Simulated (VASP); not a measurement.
# Bi (Im-3m) in VASP: notebook

Aim: see how the results for Bi move with the level of theory and the settings. Levels: PBE, PBEsol. Tasks: single point.

All numbers are computed with VASP 6.6.1; they aren't measurements. Logs are shortened: lines on timing, memory, paths and dates and some standing lists are left out, and cuts for length are marked.

## (1) The cell of the first run

Symmetry: Im-3m, No. 229, cubic system. Conventional cell: a = 3.963 Å, b = 3.963 Å, c = 3.963 Å, α = 90.00°, β = 90.00°, γ = 90.00°. Within 4.5 Å of Bi (site symmetry m-3m) lie 14 Bi at 3.43 to 3.96 Å.

## (2) Single point, PBE

INCAR

```
SYSTEM = Bi
PREC = Accurate
ENCUT = 520
EDIFF = 1E-6
ISMEAR = 0
SIGMA = 0.022
LREAL = .False.
LASPH = .True.
NELM = 80
ALGO = Fast
ISIF = 2
LWAVE = .False.
LCHARG = .True.
GGA = PE
LELF = .True.
LVHAR = .True.
NBANDS = 14
```

KPOINTS

```
Automatic mesh
0
Gamma
  9 9 9
  0 0 0
```

POSCAR

```
Bi
1.0
   -1.9814305318      1.9814305318      1.9814305318
    1.9814305318     -1.9814305318      1.9814305318
    1.9814305318      1.9814305318     -1.9814305318
Bi
1
Direct
    0.0000000000      0.0000000000      0.0000000000
```

Potentials or basis: VASP PAW PBE potentials, release 64 (Bi_d).

The run is started by

```bash
$ cat potpaw_PBE.64/Bi_d/POTCAR > POTCAR
$ mpirun -np 1 vasp_std > vasp.out
```

OUTCAR:

```text
SYSTEM = Bi
   PREC = Accurate
   ENCUT = 520
   EDIFF = 1E-6
   ISMEAR = 0
   LREAL = .False.
   LASPH = .True.
   NELM = 80
   ISIF = 2
   GGA = PE

 ion  position               nearest neighbor table
   1  0.000  0.000  0.000-

  LATTYP: Found a body centered cubic cell.
 ALAT       =     3.9628610636

  Lattice vectors:

 A1 = (  -1.9814305318,   1.9814305318,   1.9814305318)
 A2 = (   1.9814305318,  -1.9814305318,   1.9814305318)
 A3 = (   1.9814305318,   1.9814305318,  -1.9814305318)

Analysis of symmetry for initial positions (statically):
=====================================================================
 Subroutine PRICEL returns:
 Original cell was already a primitive cell.

 Routine SETGRP: Setting up the symmetry group for a
 body centered cubic supercell.

 Subroutine GETGRP returns: Found 48 space group operations
 (whereof 48 operations were pure point group operations)
 out of a pool of 48 trial point group operations.

The static configuration has the point symmetry O_h .

Analysis of symmetry for dynamics (positions and initial velocities):
=====================================================================
 Subroutine PRICEL returns:
 Original cell was already a primitive cell.

 Routine SETGRP: Setting up the symmetry group for a
 body centered cubic supercell.

 Subroutine GETGRP returns: Found 48 space group operations
 (whereof 48 operations were pure point group operations)
 out of a pool of 48 trial point group operations.

The dynamic configuration has the point symmetry O_h .

 Subroutine INISYM returns: Found 48 space group operations
 (whereof 48 operations are pure point group operations),
 and found     1 'primitive' translations

----------------------------------------------------------------------------------------

                                     Primitive cell

  volume of cell :      31.1169

  direct lattice vectors                    reciprocal lattice vectors
    -1.981430532  1.981430532  1.981430532     0.000000000  0.252342937  0.252342937
     1.981430532 -1.981430532  1.981430532     0.252342937  0.000000000  0.252342937
     1.981430532  1.981430532 -1.981430532     0.252342937  0.252342937  0.000000000

  length of vectors
     3.431938353  3.431938353  3.431938353     0.356866804  0.356866804  0.356866804

  position of ions in fractional coordinates (direct lattice)
     0.000000000  0.000000000  0.000000000
[... 84 lines left out ...]
   POTIM  = 0.5000    time-step for ionic-motion
   TEBEG  =    0.0;   TEEND  =   0.0 temperature during run
   PSTRESS=    0.0 pullay stress
   NELECT =      15.0000    total number of electrons
   NUPDOWN=      -1.0000    fix difference up-down
   EMIN   =  10.00;   EMAX   =-10.00  energy-range for DOS
   EFERMI =   0.00;   METHOD = LEGACY
   ISMEAR =     0;   SIGMA  =   0.02  broadening in eV -4-tet -1-fermi 0-gaus
   EFERMI_NEDOS =   21; number of points for ismear=-14 and -15
   IALGO  =     68    algorithm
   IMIX   =      4    mixing-type and parameters
     AMIX     =   0.40;   BMIX     =  1.00
     AMIX_MAG =   1.60;   BMIX_MAG =  1.00
  volume/ion in A,a.u.               =      31.12       209.99
  Fermi-wavevector in a.u.,A,eV,Ry     =   1.283630  2.425708 22.418388  1.647705
  Thomas-Fermi vector in A             =   2.415871
   LORBIT       =      0    0 simple, 1 ext, 2 COOP (PROOUT), +10 PAW based schemes
   GGA     = PE    functional components
   LHFCALC =     F    Hartree Fock is set to
   AEXX    =    0.0000 exact exchange contribution
   IVDW    =     0    specifies the selected vdW correction
   LEPSILON=     F    determine dielectric tensor
   LRPA    =     F    only Hartree local field effects (RPA)
 non-spin polarized calculation
 RMM-DIIS sequential band-by-band and
 Gauss-broadening in eV      SIGMA  =   0.02
  energy-cutoff  :      520.00
  volume of cell :       31.12
 maximum number of plane-waves:       887
 NGX is ok and might be reduce to    28
   NGX = 13   NGY = 13   NGZ = 13

 number of electron      14.9999994 magnetization

 Free energy of the ion-electron system (eV)
  ---------------------------------------------------
  ext. energy  EPLUGINS =         0.00000000
  ---------------------------------------------------
  free energy    TOTEN  =        -3.76710313 eV

  energy without entropy =       -3.76666721  energy(sigma->0) =       -3.76688517

 E-fermi :   7.9345     XC(G=0): -10.2914

 val. band max:        7.9100780758   @ k =   0.2222   0.0000   0.0000
 cond. band min:       7.9407948054   @ k =  -0.2222   0.2222   0.1111
 fundamental gap:      0.0307167296
 Fermi energy:         7.9344539693

 k-point     1 :       0.0000    0.0000    0.0000
  band No.  band energies     occupation
      1     -15.1156      2.00000
      2     -15.1156      2.00000
      3     -15.1156      2.00000
      4     -14.9876      2.00000
      5     -14.9876      2.00000
      6      -5.5997      2.00000
      7      13.0410      0.00000
      8      13.0410      0.00000
      9      13.0410      0.00000
     10      17.0519      0.00000
     11      18.3960      0.00000
     12      18.3960      0.00000
     13      18.3960      0.00000
     14      19.5993      0.00000
[... 377 lines left out ...]
      1     -15.1049      2.00000
      2     -15.0712      2.00000
      3     -15.0282      2.00000
      4     -14.9916      2.00000
      5     -14.9171      2.00000
      6      -2.1289      2.00000
      7       3.5506      2.00000
      8       7.0743      2.00000
      9      10.5584      0.00000
     10      15.3114      0.00000
     11      16.7700      0.00000
     12      17.8312      0.00000
     13      19.3042      0.00000
     14      25.6237      0.00000

 [... further k-points ...]

------------------------ aborting loop because EDIFF is reached ----------------------------------------

  FORCE on cell =-STRESS in cart. coord.  units (eV):
  Direction    XX          YY          ZZ          XY          YZ          ZX
  --------------------------------------------------------------------------------------
  -------------------------------------------------------------------------------------
  Total        0.1522959      0.1522959      0.1522959     -0.0000000     -0.0000000      0.0000000
  in kB        7.8415573      7.8415573      7.8415573     -0.0000000     -0.0000000      0.0000000
  external PRESSURE =       7.8415573 kB  Pullay stress =       0.0000000 kB

 VOLUME and BASIS-vectors are now :
 -----------------------------------------------------------------------------
  energy-cutoff  :      520.00
  volume of cell :       31.12
      direct lattice vectors                 reciprocal lattice vectors
    -1.981430532  1.981430532  1.981430532     0.000000000  0.252342937  0.252342937
     1.981430532 -1.981430532  1.981430532     0.252342937  0.000000000  0.252342937
     1.981430532  1.981430532 -1.981430532     0.252342937  0.252342937  0.000000000

 POSITION                                       TOTAL-FORCE (eV/Angst)
 -----------------------------------------------------------------------------------
      0.00000      0.00000      0.00000         0.000000      0.000000      0.000000
 -----------------------------------------------------------------------------------
    total drift:                               -0.000000     -0.000000     -0.000000

  FREE ENERGIE OF THE ION-ELECTRON SYSTEM (eV)
  ---------------------------------------------------
  free  energy   TOTEN  =        -3.7671031299 eV

  energy  without entropy=       -3.7666672122  energy(sigma->0) =       -3.76688517
```

It took 27 s on 1 thread of Intel Xeon 8259CL, shared host; peak memory 0.15 GiB.

Results:

```
Free energy : -3.7671 eV
Pressure    : 0.8 GPa
```

Caveat: spin-orbit coupling is left out, which moves the levels of the heavy elements.

## (3) Single point, PBEsol

This run uses another cell than the first one, of 22.94 Å³/atom, 0.737 times its volume.

INCAR

```
SYSTEM = Bi
ALGO = Normal ; EDIFF = 1E-6
ENCUT = 520 ; GGA = PS
ISIF = 2 ; ISMEAR = -1
LASPH = .True. ; LCHARG = .False.
LREAL = .False. ; LWAVE = .False.
NBANDS = 14 ; NELM = 80
PREC = Accurate ; SIGMA = 0.05
```

KPOINTS

```
k-points
0
Gamma
  9 9 9
  0 0 0
```

POSCAR

```
Bi
1.0
   -1.7898629917      1.7898629917      1.7898629917
    1.7898629917     -1.7898629917      1.7898629917
    1.7898629917      1.7898629917     -1.7898629917
Bi
1
Direct
    0.0000000000      0.0000000000      0.0000000000
```

Potentials or basis: VASP PAW PBE potentials, release 64 (Bi_d).

The run is started by

```bash
$ cat potpaw_PBE.64/Bi_d/POTCAR > POTCAR
$ mpirun -np 1 vasp_std > vasp.out
```

It took 7.3 s on 1 thread of AMD EPYC 7R43 (Zen 3), shared host; peak memory 0.1 GiB.

The run converged. Its results:

```
Free energy : -3.7255 eV
Pressure    : 29.9 GPa
```

Levels at points of the mesh, in eV from the Fermi level:
```csv
k point,band 5,band 6,band 7,band 8,band 9,band 10
"(0.00, 0.00, 0.00)",-23.26,-16.36,7.50,7.50,7.50,10.13
```

Caveat: the PAW data sets were made with another functional, which shifts forces and pressure a little; spin-orbit coupling is left out, which moves the levels of the heavy elements.
